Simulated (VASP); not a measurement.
# Ir in VASP: notebook

Runs on Ir. Level: PBE. Tasks: single point.

All numbers are computed with VASP 6.6.1; they aren't measurements. Logs are shortened: lines on timing, memory, paths and dates and some standing lists are left out, and cuts for length are marked.

### Step 1. The cell of the first run

The cell holds a slab with vacuum, 8 atoms: a = 2.737 Å, b = 2.737 Å, c = 28.547 Å, α = 90.00°, β = 90.00°, γ = 90.00°.

### Step 2. Single point, PBE (atoms taken out)

INCAR reads:

```
SYSTEM = Ir
PREC = Accurate
ENCUT = 520
EDIFF = 1E-6
ISMEAR = 0
SIGMA = 0.1
LREAL = .FALSE.
LASPH = .TRUE.
NELM = 100
ALGO = Normal
ISIF = 2
LWAVE = .FALSE.
LCHARG = .FALSE.
LDIPOL = .TRUE.
IDIPOL = 3
DIPOL = 0.5 0.5 0.500
GGA = PE
NBANDS = 46
```

KPOINTS reads:

```
Automatic mesh
0
G
  13 13 1
  0 0 0
```

POSCAR reads:

```
Ir
1.0
    2.7369673168      0.0000000000      0.0000000000
    0.0000000000      2.7369673168      0.0000000000
    0.0000000000      0.0000000000     28.5472970472
Ir
8
Direct
    0.5000000000      0.5000000000      0.2627218958
    0.0000000000      0.0000000000      0.3305156399
    0.5000000000      0.5000000000      0.3983093839
    0.0000000000      0.0000000000      0.4661031280
    0.5000000000      0.5000000000      0.5338968720
    0.0000000000      0.0000000000      0.6016906161
    0.5000000000      0.5000000000      0.6694843601
    0.0000000000      0.0000000000      0.7372781042
```

Potentials or basis: VASP PAW PBE potentials, release 64 (Ir).

On the command line:

```sh
cat potpaw_PBE.64/Ir/POTCAR > POTCAR
mpirun -np 1 vasp_std > vasp.out
```

OUTCAR:

```text
SYSTEM = Ir
   PREC = Accurate
   ENCUT = 520
   EDIFF = 1E-6
   ISMEAR = 0
   LREAL = .FALSE.
   LASPH = .TRUE.
   NELM = 100
   ISIF = 2
   GGA = PE

 ion  position               nearest neighbor table
   1  0.500  0.500  0.263-   2 2.74   2 2.74   2 2.74   2 2.74
   2  0.000  0.000  0.331-   3 2.74   3 2.74   3 2.74   3 2.74   1 2.74   1 2.74   1 2.74   1 2.74

   3  0.500  0.500  0.398-   2 2.74   2 2.74   2 2.74   2 2.74   4 2.74   4 2.74   4 2.74   4 2.74

   4  0.000  0.000  0.466-   5 2.74   5 2.74   5 2.74   5 2.74   3 2.74   3 2.74   3 2.74   3 2.74

   5  0.500  0.500  0.534-   4 2.74   4 2.74   4 2.74   4 2.74   6 2.74   6 2.74   6 2.74   6 2.74

   6  0.000  0.000  0.602-   7 2.74   7 2.74   7 2.74   7 2.74   5 2.74   5 2.74   5 2.74   5 2.74

   7  0.500  0.500  0.669-   6 2.74   6 2.74   6 2.74   6 2.74   8 2.74   8 2.74   8 2.74   8 2.74

   8  0.000  0.000  0.737-   7 2.74   7 2.74   7 2.74   7 2.74

  LATTYP: Found a simple tetragonal cell.
 ALAT       =     2.7369673168
 C/A-ratio  =    10.4302659633

  Lattice vectors:

 A1 = (   2.7369673168,   0.0000000000,   0.0000000000)
 A2 = (   0.0000000000,   2.7369673168,   0.0000000000)
 A3 = (   0.0000000000,   0.0000000000,  28.5472970472)

Analysis of symmetry for initial positions (statically):
=====================================================================
 Subroutine PRICEL returns:
 Original cell was already a primitive cell.

 Routine SETGRP: Setting up the symmetry group for a
 simple tetragonal supercell.

 Subroutine GETGRP returns: Found 16 space group operations
 (whereof  8 operations were pure point group operations)
 out of a pool of 16 trial point group operations.

The static configuration has the point symmetry C_4v.
 The point group associated with its full space group is D_4h.

Analysis of symmetry for dynamics (positions and initial velocities):
=====================================================================
 Subroutine PRICEL returns:
 Original cell was already a primitive cell.

 Routine SETGRP: Setting up the symmetry group for a
 simple tetragonal supercell.

 Subroutine GETGRP returns: Found 16 space group operations
 (whereof  8 operations were pure point group operations)
 out of a pool of 16 trial point group operations.

The dynamic configuration has the point symmetry C_4v.
 The point group associated with its full space group is D_4h.

 Subroutine INISYM returns: Found 16 space group operations
[... 120 lines left out ...]
   NELECT =      72.0000    total number of electrons
   NUPDOWN=      -1.0000    fix difference up-down
   EMIN   =  10.00;   EMAX   =-10.00  energy-range for DOS
   EFERMI =   0.00;   METHOD = LEGACY
   ISMEAR =     0;   SIGMA  =   0.10  broadening in eV -4-tet -1-fermi 0-gaus
   EFERMI_NEDOS =   21; number of points for ismear=-14 and -15
   IALGO  =     38    algorithm
   IMIX   =      4    mixing-type and parameters
     AMIX     =   0.40;   BMIX     =  1.00
     AMIX_MAG =   1.60;   BMIX_MAG =  1.00
  volume/ion in A,a.u.               =      26.73       180.39
  Fermi-wavevector in a.u.,A,eV,Ry     =   1.138896  2.152202 17.647916  1.297085
  Thomas-Fermi vector in A             =   2.275601
   LORBIT       =      0    0 simple, 1 ext, 2 COOP (PROOUT), +10 PAW based schemes
   GGA     = PE    functional components
   LHFCALC =     F    Hartree Fock is set to
   AEXX    =    0.0000 exact exchange contribution
   IVDW    =     0    specifies the selected vdW correction
   LEPSILON=     F    determine dielectric tensor
   LRPA    =     F    only Hartree local field effects (RPA)
 non-spin polarized calculation
 Gauss-broadening in eV      SIGMA  =   0.10
  energy-cutoff  :      520.00
  volume of cell :      213.85
 maximum number of plane-waves:      5801
   NGX = 11   NGY = 11   NGZ =107

 dipolmoment           0.000000      0.000000      0.000000 electrons x Angstroem

 number of electron      71.9999989 magnetization

 dipolmoment           0.000000      0.000000     -0.000000 electrons x Angstroem

 Free energy of the ion-electron system (eV)
  ---------------------------------------------------
  ext. energy  EPLUGINS =         0.00000000
  ---------------------------------------------------
  free energy    TOTEN  =       -68.02535948 eV

  energy without entropy =      -67.97673752  energy(sigma->0) =      -68.00104850

 E-fermi :   2.8380     XC(G=0):  -8.2434

 val. band max:        2.8362499626   @ k =   0.0769   0.0769   0.0000
 cond. band min:       2.8379752662   @ k =   0.3846   0.0000   0.0000
 fundamental gap:      0.0017253036
 Fermi energy:         2.8379700661

 k-point     1 :       0.0000    0.0000    0.0000
  band No.  band energies     occupation
      1      -7.7924      2.00000
      2      -7.1460      2.00000
      3      -6.1982      2.00000
      4      -5.1731      2.00000
      5      -4.6915      2.00000
      6      -4.5758      2.00000
[... 1165 lines left out ...]
     45       7.2326      0.00000
     46       8.0058      0.00000

 [... further k-points ...]

------------------------ aborting loop because EDIFF is reached ----------------------------------------

 vacuum level on the upper side and lower side of the slab       (xc-potential included)        -0.206        -0.206

  FORCE on cell =-STRESS in cart. coord.  units (eV):
  Direction    XX          YY          ZZ          XY          YZ          ZX
  --------------------------------------------------------------------------------------
  -------------------------------------------------------------------------------------
  Total       -5.0630145     -5.0630145     -3.1988497      0.0000000      0.0000000      0.0000000
  in kB      -37.9328553    -37.9328553    -23.9662563      0.0000000      0.0000000      0.0000000
  external PRESSURE =     -33.2773223 kB  Pullay stress =       0.0000000 kB

 VOLUME and BASIS-vectors are now :
 -----------------------------------------------------------------------------
  energy-cutoff  :      520.00
  volume of cell :      213.85
      direct lattice vectors                 reciprocal lattice vectors
     2.736967317  0.000000000  0.000000000     0.365367900  0.000000000  0.000000000
     0.000000000  2.736967317  0.000000000     0.000000000  0.365367900  0.000000000
     0.000000000  0.000000000 28.547297047     0.000000000  0.000000000  0.035029586

 POSITION                                       TOTAL-FORCE (eV/Angst)
 -----------------------------------------------------------------------------------
      1.36848      1.36848      7.50000         0.000000      0.000000      0.937521
      0.00000      0.00000      9.43533         0.000000      0.000000     -0.941616
      1.36848      1.36848     11.37066         0.000000      0.000000     -0.129975
      0.00000      0.00000     13.30598         0.000000     -0.000000      0.147265
      1.36848      1.36848     15.24131        -0.000000      0.000000     -0.147265
      0.00000      0.00000     17.17664        -0.000000      0.000000      0.129975
      1.36848      1.36848     19.11197        -0.000000      0.000000      0.941616
      0.00000      0.00000     21.04730         0.000000      0.000000     -0.937521
 -----------------------------------------------------------------------------------
    total drift:                                0.000000      0.000000     -0.000000

  FREE ENERGIE OF THE ION-ELECTRON SYSTEM (eV)
  ---------------------------------------------------
  free  energy   TOTEN  =       -68.0253594818 eV

  energy  without entropy=      -67.9767375205  energy(sigma->0) =      -68.00104850

 vacuum level on the upper side and lower side of the slab         8.203         8.203
```

OSZICAR:

```text
N       E                     dE             d eps       ncg     rms          rms(c)
DAV:   1     0.768893971148E+03    0.76889E+03   -0.30793E+04  2576   0.143E+03
DAV:   2    -0.724372339434E+01   -0.77614E+03   -0.72325E+03  2600   0.441E+02
DAV:   3    -0.688886428940E+02   -0.61645E+02   -0.56304E+02  3386   0.121E+02
[... 22 lines left out ...]
DAV:  26    -0.680253547734E+02   -0.19990E-05   -0.30345E-07  1538   0.251E-03    0.108E-03
DAV:  27    -0.680253567987E+02   -0.20253E-05   -0.11460E-07  1454   0.191E-03    0.910E-04
DAV:  28    -0.680253580165E+02   -0.12178E-05   -0.87470E-08  1330   0.234E-03    0.142E-03
DAV:  29    -0.680253590634E+02   -0.10469E-05   -0.49453E-08  1318   0.166E-03    0.458E-04
DAV:  30    -0.680253594818E+02   -0.41833E-06   -0.17839E-08  1306   0.576E-04
   1 F= -.68025359E+02 E0= -.68001049E+02  d E =-.486220E-01
```

stdout:

```text
POSCAR found type information on POSCAR Ir
 POSCAR found :  1 types and       8 ions
 scaLAPACK will be used
 LDA part: xc-table for (Slater+PW92), standard interpolation
 POSCAR, INCAR and KPOINTS ok, starting setup
 FFT: planning ... GRIDC
 FFT: planning ... GRID_SOFT
 FFT: planning ... GRID
 WAVECAR not read
 entering main loop
```

Run time: 4.5 min. Hardware: 1 thread of Intel Xeon 6975P-C (Granite Rapids), shared host; peak memory 0.39 GiB.

What came out:

* Free energy: -68.0254 eV
* Largest force: 0.942 eV/Å
* Band gap on the k mesh: zero (bands 36 and 37 overlap by 2.22 eV)

Forces on the atoms (eV/Å):
```
Ir   0.000  0.000  0.938
Ir   0.000  0.000 -0.942
Ir   0.000  0.000 -0.130
Ir   0.000  0.000  0.147
Ir   0.000  0.000 -0.147
Ir   0.000  0.000  0.130
Ir   0.000  0.000  0.942
Ir   0.000  0.000 -0.938
```

Caveat: the cell differs from its parent crystal (atoms taken out); spin-orbit coupling is left out, which moves the levels of the heavy elements.

### Step 3. Single point, PBE

This run uses another cell than the first one: it holds 6 atoms, not 8.

INCAR reads:

```
PREC = Accurate
ENCUT = 520
EDIFF = 1E-6
ISMEAR = 0
SIGMA = 0.1
LREAL = False
LASPH = True
NELM = 100
ALGO = Normal
ISIF = 2
LWAVE = False
LCHARG = False
LDIPOL = True
IDIPOL = 3
DIPOL = 0.5 0.5 0.500
GGA = PE
NBANDS = 36
```

KPOINTS reads:

```
Automatic mesh
0
Gamma
  19 19 1
```

POSCAR reads:

```
Ir
1.0
    2.7369673168      0.0000000000      0.0000000000
    0.0000000000      2.7369673168      0.0000000000
    0.0000000000      0.0000000000     24.6766407480
Ir
6
Direct
    0.5000000000      0.5000000000      0.3039311581
    0.0000000000      0.0000000000      0.3823586948
    0.5000000000      0.5000000000      0.4607862316
    0.0000000000      0.0000000000      0.5392137684
    0.5000000000      0.5000000000      0.6176413052
    0.0000000000      0.0000000000      0.6960688419
```

Potentials or basis: VASP PAW PBE potentials, release 64 (Ir).

On the command line:

```sh
cat potpaw_PBE.64/Ir/POTCAR > POTCAR
mpirun -np 1 vasp_std > vasp.out
```

OUTCAR:

```text
PREC = Accurate
   ENCUT = 520
   EDIFF = 1E-6
   ISMEAR = 0
   LREAL = False
   LASPH = True
   NELM = 100
   ISIF = 2
   GGA = PE

 ion  position               nearest neighbor table
   1  0.500  0.500  0.304-   2 2.74   2 2.74   2 2.74   2 2.74
   2  0.000  0.000  0.382-   1 2.74   1 2.74   1 2.74   1 2.74   3 2.74   3 2.74   3 2.74   3 2.74

   3  0.500  0.500  0.461-   2 2.74   2 2.74   2 2.74   2 2.74   4 2.74   4 2.74   4 2.74   4 2.74

   4  0.000  0.000  0.539-   5 2.74   5 2.74   5 2.74   5 2.74   3 2.74   3 2.74   3 2.74   3 2.74

   5  0.500  0.500  0.618-   6 2.74   6 2.74   6 2.74   6 2.74   4 2.74   4 2.74   4 2.74   4 2.74

   6  0.000  0.000  0.696-   5 2.74   5 2.74   5 2.74   5 2.74

  LATTYP: Found a simple tetragonal cell.
 ALAT       =     2.7369673168
 C/A-ratio  =     9.0160524010

  Lattice vectors:

 A1 = (   2.7369673168,   0.0000000000,   0.0000000000)
 A2 = (   0.0000000000,   2.7369673168,   0.0000000000)
 A3 = (   0.0000000000,   0.0000000000,  24.6766407480)

Analysis of symmetry for initial positions (statically):
=====================================================================
 Subroutine PRICEL returns:
 Original cell was already a primitive cell.

[... 194 lines left out ...]
      3      -6.3191      2.00000
      4      -5.7748      2.00000
      5      -5.1692      2.00000
      6      -5.0259      2.00000
[... 925 lines left out ...]
     35       5.1404      0.00000
     36       7.0706      0.00000

 [... further k-points ...]

------------------------ aborting loop because EDIFF is reached ----------------------------------------

 vacuum level on the upper side and lower side of the slab       (xc-potential included)        -0.286        -0.286

  FORCE on cell =-STRESS in cart. coord.  units (eV):
  Direction    XX          YY          ZZ          XY          YZ          ZX
  --------------------------------------------------------------------------------------
  -------------------------------------------------------------------------------------
  Total       -5.1131788     -5.1131788     -3.5970436      0.0000000      0.0000000      0.0000000
  in kB      -44.3176068    -44.3176068    -31.1767632      0.0000000      0.0000000      0.0000000
  external PRESSURE =     -39.9373256 kB  Pullay stress =       0.0000000 kB

 VOLUME and BASIS-vectors are now :
 -----------------------------------------------------------------------------
  energy-cutoff  :      520.00
  volume of cell :      184.85
      direct lattice vectors                 reciprocal lattice vectors
     2.736967317  0.000000000  0.000000000     0.365367900  0.000000000  0.000000000
     0.000000000  2.736967317  0.000000000     0.000000000  0.365367900  0.000000000
     0.000000000  0.000000000 24.676640748     0.000000000  0.000000000  0.040524154

 POSITION                                       TOTAL-FORCE (eV/Angst)
 -----------------------------------------------------------------------------------
      1.36848      1.36848      7.50000         0.000000      0.000000      0.970169
      0.00000      0.00000      9.43533         0.000000     -0.000000     -0.913886
      1.36848      1.36848     11.37066         0.000000     -0.000000     -0.276515
      0.00000      0.00000     13.30598        -0.000000     -0.000000      0.276515
      1.36848      1.36848     15.24131         0.000000      0.000000      0.913886
      0.00000      0.00000     17.17664         0.000000      0.000000     -0.970169
 -----------------------------------------------------------------------------------
    total drift:                                0.000000      0.000000     -0.000000

  FREE ENERGIE OF THE ION-ELECTRON SYSTEM (eV)
  ---------------------------------------------------
  free  energy   TOTEN  =       -50.3516506922 eV

  energy  without entropy=      -50.3193979862  energy(sigma->0) =      -50.33552434

 vacuum level on the upper side and lower side of the slab         7.042         7.042
```

OSZICAR:

```text
N       E                     dE             d eps       ncg     rms          rms(c)
DAV:   1     0.553323812822E+03    0.55332E+03   -0.22732E+04  3960   0.134E+03
DAV:   2    -0.824151335333E+01   -0.56157E+03   -0.51761E+03  4020   0.410E+02
DAV:   3    -0.515056005361E+02   -0.43264E+02   -0.40278E+02  5192   0.111E+02
[... 20 lines left out ...]
DAV:  24    -0.503516410987E+02   -0.35326E-05   -0.46495E-07  2404   0.595E-03    0.316E-03
DAV:  25    -0.503516453581E+02   -0.42594E-05   -0.54681E-07  2492   0.414E-03    0.374E-03
DAV:  26    -0.503516479822E+02   -0.26241E-05   -0.16124E-07  2340   0.193E-03    0.349E-03
DAV:  27    -0.503516501690E+02   -0.21868E-05   -0.19750E-07  2164   0.376E-03    0.181E-03
DAV:  28    -0.503516506922E+02   -0.52316E-06   -0.40260E-08  2104   0.168E-03
   1 F= -.50351651E+02 E0= -.50335524E+02  d E =-.322527E-01
```

stdout:

```text
POSCAR found type information on POSCAR Ir
 POSCAR found :  1 types and       6 ions
 scaLAPACK will be used
 LDA part: xc-table for (Slater+PW92), standard interpolation
 POSCAR, INCAR and KPOINTS ok, starting setup
 FFT: planning ... GRIDC
 FFT: planning ... GRID_SOFT
 FFT: planning ... GRID
 WAVECAR not read
 entering main loop
```

Run time: 4.8 min. Hardware: 1 thread of Intel Xeon 6975P-C (Granite Rapids), shared host; peak memory 0.41 GiB.

What came out:

```yaml
Free_energy: -50.3517 eV
Largest_force: 0.970 eV/Å
Band_gap_on_the_k_mesh: zero (bands 27 and 28 overlap by 2.13 eV)
```

Forces on the atoms (eV/Å):
```
Ir   0.000  0.000  0.970
Ir   0.000  0.000 -0.914
Ir   0.000  0.000 -0.277
Ir   0.000  0.000  0.277
Ir   0.000  0.000  0.914
Ir   0.000  0.000 -0.970
```

Caveat: spin-orbit coupling is left out, which moves the levels of the heavy elements.
